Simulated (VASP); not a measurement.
# CsPbCl3 (Pm-3m) in VASP: settings compared

CsPbCl3 is run at these levels: PBEsol, RPBE; tasks: relaxation of cell and atoms, single point.

Program: VASP 6.6.1. These are calculated values, not measurements. Logs are shortened: lines on timing, memory, paths and dates and some standing lists are left out, and cuts for length are marked.

### 1 The cell of the first run

Symmetry: Pm-3m, No. 221, cubic system. The conventional cell has a = 5.605 Å, b = 5.605 Å, c = 5.605 Å, α = 90.00°, β = 90.00°, γ = 90.00°. Within 3.7 Å of Pb (site symmetry m-3m) lie 6 Cl at 2.80 Å. Cs (site symmetry m-3m) has 12 Cl at 3.96 Å and 8 Pb at 4.85 Å within 5.2 Å. Within 3.7 Å of Cl (site symmetry 4/mmm) lie 2 Pb at 2.80 Å.

### 2 Relaxation of cell and atoms, PBEsol

INCAR

```
SYSTEM = CsPbCl3
PREC = Accurate
ENCUT = 600
EDIFF = 1E-6
ISMEAR = -1
SIGMA = 0.05
LREAL = .False.
LASPH = .True.
NELM = 60
ALGO = Normal
ISIF = 3
LWAVE = .False.
LCHARG = .False.
GGA = PS
IBRION = 2
NSW = 60
EDIFFG = -0.01
```

KPOINTS

```
regular mesh
0
Gamma
  5 5 5
  0 0 0
```

POSCAR

```
CsPbCl3
1.0
    5.6050000000      0.0000000000      0.0000000000
    0.0000000000      5.6050000000      0.0000000000
    0.0000000000      0.0000000000      5.6050000000
Pb Cs Cl
1 1 3
Direct
    0.5000000000      0.5000000000      0.5000000000
    0.0000000000      0.0000000000      0.0000000000
    0.5000000000      0.0000000000      0.5000000000
    0.0000000000      0.5000000000      0.5000000000
    0.5000000000      0.5000000000      0.0000000000
```

Potentials or basis: VASP PAW PBE potentials, release 64 (Pb_d, Cs_sv, Cl).

On the command line:

```bash
> cat potpaw_PBE.64/Pb_d/POTCAR potpaw_PBE.64/Cs_sv/POTCAR potpaw_PBE.64/Cl/POTCAR > POTCAR
> mpirun -np 1 vasp_std > vasp.out
```

OUTCAR:

```text
SYSTEM = CsPbCl3
   PREC = Accurate
   ENCUT = 600
   EDIFF = 1E-6
   ISMEAR = -1
   LREAL = .False.
   LASPH = .True.
   NELM = 60
   ISIF = 3
   GGA = PS
   IBRION = 2
   NSW = 60
   EDIFFG = -0.01

 ion  position               nearest neighbor table
   1  0.500  0.500  0.500-   3 2.80   4 2.80   5 2.80   5 2.80   3 2.80   4 2.80
   2  0.000  0.000  0.000-
   3  0.500  0.000  0.500-   1 2.80   1 2.80
   4  0.000  0.500  0.500-   1 2.80   1 2.80
   5  0.500  0.500  0.000-   1 2.80   1 2.80

  LATTYP: Found a simple cubic cell.
 ALAT       =     5.6050000000

  Lattice vectors:

 A1 = (   5.6050000000,   0.0000000000,   0.0000000000)
 A2 = (   0.0000000000,   5.6050000000,   0.0000000000)
 A3 = (   0.0000000000,   0.0000000000,   5.6050000000)

Analysis of symmetry for initial positions (statically):
=====================================================================
 Subroutine PRICEL returns:
 Original cell was already a primitive cell.

 Routine SETGRP: Setting up the symmetry group for a
 simple cubic supercell.

 Subroutine GETGRP returns: Found 48 space group operations
 (whereof 48 operations were pure point group operations)
 out of a pool of 48 trial point group operations.

The static configuration has the point symmetry O_h .

Analysis of symmetry for dynamics (positions and initial velocities):
=====================================================================
 Subroutine PRICEL returns:
 Original cell was already a primitive cell.

 Routine SETGRP: Setting up the symmetry group for a
 simple cubic supercell.

 Subroutine GETGRP returns: Found 48 space group operations
 (whereof 48 operations were pure point group operations)
 out of a pool of 48 trial point group operations.

The dynamic configuration has the point symmetry O_h .

 Subroutine INISYM returns: Found 48 space group operations
 (whereof 48 operations are pure point group operations),
 and found     1 'primitive' translations

----------------------------------------------------------------------------------------

                                     Primitive cell

  volume of cell :     176.0868

  direct lattice vectors                    reciprocal lattice vectors
     5.605000000  0.000000000  0.000000000     0.178412132  0.000000000  0.000000000
     0.000000000  5.605000000  0.000000000     0.000000000  0.178412132  0.000000000
     0.000000000  0.000000000  5.605000000     0.000000000  0.000000000  0.178412132

  length of vectors
     5.605000000  5.605000000  5.605000000     0.178412132  0.178412132  0.178412132

  position of ions in fractional coordinates (direct lattice)
     0.500000000  0.500000000  0.500000000
     0.000000000  0.000000000  0.000000000
     0.500000000  0.000000000  0.500000000
     0.000000000  0.500000000  0.500000000
     0.500000000  0.500000000  0.000000000

  ion indices of the primitive-cell ions
   primitive index   ion index
                 1           1
                 2           2
                 3           3
                 4           4
                 5           5

----------------------------------------------------------------------------------------

 KPOINTS: regular mesh

Automatic generation of k-mesh.
 Grid dimensions read from file:
 generate k-points for:    5    5    5

 Generating k-lattice:

  Cartesian coordinates                     Fractional coordinates (reciprocal lattice)
     0.035682426  0.000000000  0.000000000     0.200000000  0.000000000  0.000000000
     0.000000000  0.035682426  0.000000000     0.000000000  0.200000000  0.000000000
     0.000000000  0.000000000  0.035682426     0.000000000  0.000000000  0.200000000

  Length of vectors
     0.035682426  0.035682426  0.035682426

  Shift w.r.t. Gamma in fractional coordinates (k-lattice)
     0.000000000  0.000000000  0.000000000

 Subroutine IBZKPT returns following result:
 ===========================================

 Found     10 irreducible k-points:

 Following reciprocal coordinates:
            Coordinates               Weight
  0.000000  0.000000  0.000000      1.000000
  0.200000  0.000000  0.000000      6.000000
  0.400000  0.000000  0.000000      6.000000
  0.200000  0.200000  0.000000     12.000000
  0.400000  0.200000  0.000000     24.000000
  0.400000  0.400000  0.000000     12.000000
  0.200000  0.200000  0.200000      8.000000
  0.400000  0.200000  0.200000     24.000000
  0.400000  0.400000  0.200000     24.000000
  0.400000  0.400000  0.400000      8.000000
   k-points           NKPTS =     10   k-points in BZ     NKDIM =     10   number of bands    NBANDS=     26
   number of dos      NEDOS =    301   number of ions     NIONS =      5
   total plane-waves  NPLWV = 110592
   dimension x,y,z NGX =    48 NGY =   48 NGZ =   48
   dimension x,y,z NGXF=    96 NGYF=   96 NGZF=   96
   ions per type =               1   1   3
   NGX,Y,Z   is equivalent  to a cutoff of  14.24, 14.24, 14.24 a.u.
   NGXF,Y,Z  is equivalent  to a cutoff of  28.47, 28.47, 28.47 a.u.
 SYSTEM =  CsPbCl3
   PREC   = accura    normal or accurate (medium, high low for compatibility)
   ISTART =      0    job   : 0-new  1-cont  2-samecut
   ICHARG =      2    charge: 1-file 2-atom 10-const
   ISPIN  =      1    spin polarized calculation?
   LNONCOLLINEAR =      F non collinear calculations
   LSORBIT =      F    spin-orbit coupling
   LASPH  =      T    aspherical Exc in radial PAW
   ENCUT  =  600.0 eV  44.10 Ry    6.64 a.u.  11.19 11.19 11.19*2*pi/ulx,y,z
   NELM   =     60;   NELMIN=  2; NELMDL= -5     # of ELM steps
   EDIFF  = 0.1E-05   stopping-criterion for ELM
   LREAL  =      F    real-space projection
   EDIFFG = -.1E-01   stopping-criterion for IOM
   NSW    =     60    number of steps for IOM
   IBRION =      2    ionic relax: 0-MD 1-quasi-New 2-CG
   NFREE  =      1    steps in history (QN), initial steepest desc. (CG)
   ISIF   =      3    stress and relaxation
   ISYM   =      2    0-nonsym 1-usesym 2-fastsym
   POTIM  = 0.5000    time-step for ionic-motion
   TEBEG  =    0.0;   TEEND  =   0.0 temperature during run
   PSTRESS=    0.0 pullay stress
   NELECT =      44.0000    total number of electrons
   NUPDOWN=      -1.0000    fix difference up-down
   EMIN   =  10.00;   EMAX   =-10.00  energy-range for DOS
   EFERMI =   0.00;   METHOD = LEGACY
   ISMEAR =    -1;   SIGMA  =   0.05  broadening in eV -4-tet -1-fermi 0-gaus
   EFERMI_NEDOS =   21; number of points for ismear=-14 and -15
   IALGO  =     38    algorithm
   IMIX   =      4    mixing-type and parameters
     AMIX     =   0.40;   BMIX     =  1.00
     AMIX_MAG =   1.60;   BMIX_MAG =  1.00
  volume/ion in A,a.u.               =      35.22       237.66
  Fermi-wavevector in a.u.,A,eV,Ry     =   1.031138  1.948568 14.466333  1.063245
  Thomas-Fermi vector in A             =   2.165271
   LORBIT       =      0    0 simple, 1 ext, 2 COOP (PROOUT), +10 PAW based schemes
   GGA     = PS    functional components
   LHFCALC =     F    Hartree Fock is set to
   AEXX    =    0.0000 exact exchange contribution
   IVDW    =     0    specifies the selected vdW correction
   LEPSILON=     F    determine dielectric tensor
   LRPA    =     F    only Hartree local field effects (RPA)
 conjugate gradient relaxation of ions
 non-spin polarized calculation
  energy-cutoff  :      600.00
  volume of cell :      176.09
 maximum number of plane-waves:      5896
 NGX is ok and might be reduce to    48
   NGX = 23   NGY = 23   NGZ = 23

--------------------------------------- Ionic step        1  -------------------------------------------

 number of electron      43.9999992 magnetization

 Free energy of the ion-electron system (eV)
  ---------------------------------------------------
  ext. energy  EPLUGINS =         0.00000000
  ---------------------------------------------------
  free energy    TOTEN  =       -18.39072536 eV

  energy without entropy =      -18.39072536  energy(sigma->0) =      -18.39072536

------------------------ aborting loop because EDIFF is reached ----------------------------------------

  FORCE on cell =-STRESS in cart. coord.  units (eV):
  Direction    XX          YY          ZZ          XY          YZ          ZX
  --------------------------------------------------------------------------------------
  -------------------------------------------------------------------------------------
  Total        0.1534222      0.1534222      0.1534222      0.0000000      0.0000000     -0.0000000
  in kB        1.3959566      1.3959566      1.3959566      0.0000000      0.0000000     -0.0000000
  external PRESSURE =       1.3959566 kB  Pullay stress =       0.0000000 kB

 VOLUME and BASIS-vectors are now :
 -----------------------------------------------------------------------------
  energy-cutoff  :      600.00
  volume of cell :      176.09
      direct lattice vectors                 reciprocal lattice vectors
     5.605000000  0.000000000  0.000000000     0.178412132  0.000000000  0.000000000
     0.000000000  5.605000000  0.000000000     0.000000000  0.178412132  0.000000000
     0.000000000  0.000000000  5.605000000     0.000000000  0.000000000  0.178412132

 POSITION                                       TOTAL-FORCE (eV/Angst)
 -----------------------------------------------------------------------------------
      2.80250      2.80250      2.80250         0.000000      0.000000      0.000000
      0.00000      0.00000      0.00000         0.000000      0.000000      0.000000
      2.80250      0.00000      2.80250         0.000000      0.000000      0.000000
      0.00000      2.80250      2.80250         0.000000      0.000000      0.000000
      2.80250      2.80250      0.00000         0.000000      0.000000      0.000000
 -----------------------------------------------------------------------------------
    total drift:                                0.000000     -0.000000     -0.000000

  FREE ENERGIE OF THE ION-ELECTRON SYSTEM (eV)
  ---------------------------------------------------
  free  energy   TOTEN  =       -18.3907253574 eV

  energy  without entropy=      -18.3907253573  energy(sigma->0) =      -18.39072536

--------------------------------------- Ionic step        2  -------------------------------------------

 number of electron      43.9999992 magnetization

 Free energy of the ion-electron system (eV)
  ---------------------------------------------------
  ext. energy  EPLUGINS =         0.00000000
  ---------------------------------------------------
  free energy    TOTEN  =       -18.39117054 eV

  energy without entropy =      -18.39117054  energy(sigma->0) =      -18.39117054

 E-fermi :   2.1010     XC(G=0):  -7.9897

 val. band max:        1.0386970870   @ k =   0.4000   0.4000   0.4000
 cond. band min:       3.9101306373   @ k =   0.4000   0.4000   0.4000
 fundamental gap:      2.8714335503
 Fermi energy:         2.1009699039

 k-point     1 :       0.0000    0.0000    0.0000
  band No.  band energies     occupation
      1     -19.6678      2.00000
      2     -15.0903      2.00000
      3     -15.0903      2.00000
      4     -14.8407      2.00000
      5     -14.8407      2.00000
      6     -14.8407      2.00000
[... 18 lines left out ...]
     25       5.8894      0.00000
     26       6.7894      0.00000

 k-point     2 :       0.2000    0.0000    0.0000
  band No.  band energies     occupation
      1     -19.6670      2.00000
      2     -15.0902      2.00000
      3     -15.0547      2.00000
      4     -14.8412      2.00000
      5     -14.8412      2.00000
      6     -14.8407      2.00000
[... 18 lines left out ...]
     25       6.1656      0.00000
[... 202 lines left out ...]
     25       5.5447      0.00000
     26       6.9118      0.00000

 k-point    10 :       0.4000    0.4000    0.4000
  band No.  band energies     occupation
      1     -19.6627      2.00000
      2     -14.9316      2.00000
      3     -14.9316      2.00000
      4     -14.8435      2.00000
      5     -14.8435      2.00000
      6     -14.8434      2.00000
[... 18 lines left out ...]
     25       4.0849      0.00000
     26       6.7772      0.00000

------------------------ aborting loop because EDIFF is reached ----------------------------------------

  FORCE on cell =-STRESS in cart. coord.  units (eV):
  Direction    XX          YY          ZZ          XY          YZ          ZX
  --------------------------------------------------------------------------------------
  -------------------------------------------------------------------------------------
  Total        0.0353001      0.0353001      0.0353001      0.0000000      0.0000000     -0.0000000
  in kB        0.3197664      0.3197664      0.3197664      0.0000000      0.0000000     -0.0000000
  external PRESSURE =       0.3197664 kB  Pullay stress =       0.0000000 kB

 VOLUME and BASIS-vectors are now :
 -----------------------------------------------------------------------------
  energy-cutoff  :      600.00
  volume of cell :      176.87
      direct lattice vectors                 reciprocal lattice vectors
     5.613297074 -0.000000000 -0.000000000     0.178148419 -0.000000000 -0.000000000
     0.000000000  5.613297074 -0.000000000     0.000000000  0.178148419 -0.000000000
     0.000000000  0.000000000  5.613297074     0.000000000  0.000000000  0.178148419

 POSITION                                       TOTAL-FORCE (eV/Angst)
 -----------------------------------------------------------------------------------
      2.80665      2.80665      2.80665        -0.000000      0.000000      0.000000
      0.00000      0.00000      0.00000         0.000000     -0.000000      0.000000
      2.80665      0.00000      2.80665         0.000000     -0.000000      0.000000
      0.00000      2.80665      2.80665         0.000000     -0.000000      0.000000
      2.80665      2.80665     -0.00000         0.000000     -0.000000      0.000000
 -----------------------------------------------------------------------------------
    total drift:                                0.000000     -0.000000     -0.000000

  FREE ENERGIE OF THE ION-ELECTRON SYSTEM (eV)
  ---------------------------------------------------
  free  energy   TOTEN  =       -18.3911705442 eV

  energy  without entropy=      -18.3911705441  energy(sigma->0) =      -18.39117054

 reached required accuracy - stopping structural energy minimisation
```

Wall time 40 s (1 thread of Intel Xeon 6975P-C (Granite Rapids), shared host); peak memory 0.36 GiB.

Results:

```
Free energy                           : -18.3912 eV
Relaxed volume                        : 35.37 Å³/atom
Relaxed cell                          : a = 5.613 Å, b = 5.613 Å, c = 5.613 Å, α = 90.00°, β = 90.00°, γ = 90.00°
Space group after relaxing (to 0.1 Å) : Pm-3m (No. 221)
Energy gained by relaxing             : 0.1 meV/atom
Ionic steps                           : 2
Pressure after relaxing               : 0.0 GPa
Band gap on the k mesh                : 2.87 eV
```

The path:
```tsv
step	energy change (eV)	largest force (eV/Å)	pressure (GPa)	volume (Å³)
1	0.0000	0.0000	0.14	176.09
2	-0.0004	0.0000	0.03	176.87
```

Final structure:
```cif
data_structure
_symmetry_space_group_name_H-M 'P 1'
_symmetry_Int_Tables_number 1
_cell_length_a 5.6133
_cell_length_b 5.6133
_cell_length_c 5.6133
_cell_angle_alpha 90.000
_cell_angle_beta 90.000
_cell_angle_gamma 90.000
_cell_volume 176.87
loop_
_atom_site_label
_atom_site_type_symbol
_atom_site_fract_x
_atom_site_fract_y
_atom_site_fract_z
_atom_site_occupancy
Pb1 Pb 0.50000 0.50000 0.50000 1
Cs1 Cs 0.00000 0.00000 0.00000 1
Cl1 Cl 0.50000 0.00000 0.50000 1
Cl2 Cl 0.00000 0.50000 0.50000 1
Cl3 Cl 0.50000 0.50000 0.00000 1
```

Caveat: the PAW data sets were made with another functional, which shifts forces and pressure a little; spin-orbit coupling is left out, which moves the levels of the heavy elements; an odd mesh through Γ misses points on the zone boundary, where band edges can lie.

(Continued in part 2 of 2.)
